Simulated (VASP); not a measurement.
# SrB2 (Cmmm) in VASP: single point with PBE

Aim: the single point of SrB2 with PBE.

Everything below comes from runs of VASP 6.6.1. Logs are shortened: lines on timing, memory, paths and dates and some standing lists are left out, and cuts for length are marked.

## (1) The cell of the first run

It takes space group Cmmm (No. 65, orthorhombic). Conventional cell: a = 3.165 Å, b = 7.924 Å, c = 3.955 Å, α = 90.00°, β = 90.00°, γ = 90.00°. Sr (site symmetry mmm) has 12 B at 2.88 to 3.15 Å and 2 Sr at 3.16 Å within 3.8 Å. Within 2.1 Å of B (site symmetry m2m) lie 2 B at 1.60 Å.

## (2) Single point, PBE

INCAR

```
PREC = Accurate
ENCUT = 520
EDIFF = 1E-6
ISMEAR = 0
SIGMA = 0.1
LREAL = F
LASPH = T
NELM = 60
ALGO = Normal
ISIF = 2
LWAVE = F
LCHARG = F
GGA = PE
NBANDS = 15
```

KPOINTS

```
Automatic mesh
0
Gamma
  16 16 12
```

POSCAR

```
SrB2
1.0
    1.5824816916     -3.9617839083      0.0000000000
    1.5824816916      3.9617839083      0.0000000000
    0.0000000000      0.0000000000      3.9551017829
Sr B
1 2
Direct
    0.0000000000      0.0000000000      0.0000000000
    0.2639015390      0.7360984610      0.5000000000
    0.7360984610      0.2639015390      0.5000000000
```

Potentials or basis: VASP PAW PBE potentials, release 64 (Sr_sv, B).

Run with:

```console
> cat potpaw_PBE.64/Sr_sv/POTCAR potpaw_PBE.64/B/POTCAR > POTCAR
> mpirun -np 1 vasp_std > vasp.out
```

OUTCAR:

```text
PREC = Accurate
   ENCUT = 520
   EDIFF = 1E-6
   ISMEAR = 0
   LREAL = F
   LASPH = T
   NELM = 60
   ISIF = 2
   GGA = PE

 ion  position               nearest neighbor table
   1  0.000  0.000  0.000-   2 2.88   3 2.88   2 2.88   3 2.88   3 3.15   3 3.15   2 3.15   2 3.15
                             3 3.15   3 3.15   2 3.15   2 3.15
   2  0.264  0.736  0.500-   3 1.60   3 1.60   1 2.88   1 2.88   1 3.15   1 3.15   1 3.15   1 3.15

   3  0.736  0.264  0.500-   2 1.60   2 1.60   1 2.88   1 2.88   1 3.15   1 3.15   1 3.15   1 3.15

  LATTYP: Found a base centered orthorhombic cell.
 ALAT       =     3.1649633832
 B/A-ratio  =     2.5035259045
 C/A-ratio  =     1.2496516718

  Lattice vectors:

 A1 = (   1.5824816916,  -3.9617839083,   0.0000000000)
 A2 = (   1.5824816916,   3.9617839083,   0.0000000000)
 A3 = (   0.0000000000,   0.0000000000,   3.9551017829)

Analysis of symmetry for initial positions (statically):
=====================================================================
 Subroutine PRICEL returns:
 Original cell was already a primitive cell.

 Routine SETGRP: Setting up the symmetry group for a
 base centered orthorhombic supercell.

 Subroutine GETGRP returns: Found  8 space group operations
 (whereof  8 operations were pure point group operations)
 out of a pool of  8 trial point group operations.

The static configuration has the point symmetry D_2h.

Analysis of symmetry for dynamics (positions and initial velocities):
=====================================================================
 Subroutine PRICEL returns:
 Original cell was already a primitive cell.

 Routine SETGRP: Setting up the symmetry group for a
 base centered orthorhombic supercell.

 Subroutine GETGRP returns: Found  8 space group operations
 (whereof  8 operations were pure point group operations)
 out of a pool of  8 trial point group operations.

The dynamic configuration has the point symmetry D_2h.

 Subroutine INISYM returns: Found  8 space group operations
 (whereof  8 operations are pure point group operations),
 and found     1 'primitive' translations

----------------------------------------------------------------------------------------

                                     Primitive cell

  volume of cell :      49.5926

  direct lattice vectors                    reciprocal lattice vectors
     1.582481692 -3.961783908  0.000000000     0.315959422 -0.126205773  0.000000000
     1.582481692  3.961783908  0.000000000     0.315959422  0.126205773  0.000000000
     0.000000000  0.000000000  3.955101783     0.000000000  0.000000000  0.252837994

[... 99 lines left out ...]
   EFERMI =   0.00;   METHOD = LEGACY
   ISMEAR =     0;   SIGMA  =   0.10  broadening in eV -4-tet -1-fermi 0-gaus
   EFERMI_NEDOS =   21; number of points for ismear=-14 and -15
   IALGO  =     38    algorithm
   IMIX   =      4    mixing-type and parameters
     AMIX     =   0.40;   BMIX     =  1.00
     AMIX_MAG =   1.60;   BMIX_MAG =  1.00
  volume/ion in A,a.u.               =      16.53       111.56
  Fermi-wavevector in a.u.,A,eV,Ry     =   1.122817  2.121817 17.153120  1.260719
  Thomas-Fermi vector in A             =   2.259480
   LORBIT       =      0    0 simple, 1 ext, 2 COOP (PROOUT), +10 PAW based schemes
   GGA     = PE    functional components
   LHFCALC =     F    Hartree Fock is set to
   AEXX    =    0.0000 exact exchange contribution
   IVDW    =     0    specifies the selected vdW correction
   LEPSILON=     F    determine dielectric tensor
   LRPA    =     F    only Hartree local field effects (RPA)
 non-spin polarized calculation
 Gauss-broadening in eV      SIGMA  =   0.10
  energy-cutoff  :      520.00
  volume of cell :       49.59
 maximum number of plane-waves:      1362
   NGX = 15   NGY = 15   NGZ = 15

 number of electron      16.0000000 magnetization

 Free energy of the ion-electron system (eV)
  ---------------------------------------------------
  ext. energy  EPLUGINS =         0.00000000
  ---------------------------------------------------
  free energy    TOTEN  =       -15.33151212 eV

  energy without entropy =      -15.32904192  energy(sigma->0) =      -15.33027702

 E-fermi :   3.4732     XC(G=0):  -9.7455

 val. band max:        3.4532439290   @ k =   0.4375   0.1250   0.0833
 cond. band min:       3.4773999601   @ k =   0.3750   0.0625   0.0833
 fundamental gap:      0.0241560311
 Fermi energy:         3.4732160957

 k-point     1 :       0.0000    0.0000    0.0000
  band No.  band energies     occupation
      1     -31.9141      2.00000
      2     -13.7897      2.00000
      3     -13.7756      2.00000
      4     -13.4821      2.00000
      5      -6.4031      2.00000
      6       0.4589      2.00000
      7       1.9994      2.00000
      8       2.0085      2.00000
      9       4.0323      0.00000
     10       4.3629      0.00000
     11       8.1765      0.00000
     12       8.1838      0.00000
     13       9.6201      0.00000
     14      10.3714      0.00000
[... 401 lines left out ...]
      2     -13.8016      2.00000
      3     -13.7741      2.00000
      4     -13.4828      2.00000
      5      -6.3696      2.00000
      6       0.4610      2.00000
      7       1.8093      2.00000
      8       1.9548      2.00000
      9       4.0888      0.00000
     10       4.5165      0.00000
     11       8.1877      0.00000
     12       8.2851      0.00000
     13       9.7349      0.00000
     14      10.3768      0.00000
     15      10.8555      0.00000

 [... further k-points ...]

------------------------ aborting loop because EDIFF is reached ----------------------------------------

  FORCE on cell =-STRESS in cart. coord.  units (eV):
  Direction    XX          YY          ZZ          XY          YZ          ZX
  --------------------------------------------------------------------------------------
  -------------------------------------------------------------------------------------
  Total        0.0246196      0.0565759      0.0585879      0.0000000      0.0000000      0.0000000
  in kB        0.7953780      1.8277857      1.8927855      0.0000000      0.0000000      0.0000000
  external PRESSURE =       1.5053164 kB  Pullay stress =       0.0000000 kB

 VOLUME and BASIS-vectors are now :
 -----------------------------------------------------------------------------
  energy-cutoff  :      520.00
  volume of cell :       49.59
      direct lattice vectors                 reciprocal lattice vectors
     1.582481692 -3.961783908  0.000000000     0.315959422 -0.126205773  0.000000000
     1.582481692  3.961783908  0.000000000     0.315959422  0.126205773  0.000000000
     0.000000000  0.000000000  3.955101783     0.000000000  0.000000000  0.252837994

 POSITION                                       TOTAL-FORCE (eV/Angst)
 -----------------------------------------------------------------------------------
      0.00000      0.00000      0.00000        -0.000000      0.000000      0.000000
      1.58248      1.87074      1.97755         0.000000     -0.004364      0.000000
      1.58248     -1.87074      1.97755         0.000000      0.004364     -0.000000
 -----------------------------------------------------------------------------------
    total drift:                               -0.000000     -0.000000      0.000000

  FREE ENERGIE OF THE ION-ELECTRON SYSTEM (eV)
  ---------------------------------------------------
  free  energy   TOTEN  =       -15.3315121184 eV

  energy  without entropy=      -15.3290419248  energy(sigma->0) =      -15.33027702
```

Run time: 8.7 min. Hardware: 1 thread of AMD EPYC 7R13, shared host; peak memory 0.46 GiB.

Results:

```yaml
Free_energy: -15.3315 eV
Pressure: 0.2 GPa
Largest_force: 0.004 eV/Å
Band_gap_on_the_k_mesh: zero (bands 8 and 9 overlap by 1.18 eV)
```

Forces on the atoms (eV/Å):
```
Sr   0.000  0.000  0.000
B    0.000 -0.004  0.000
B    0.000  0.004  0.000
```
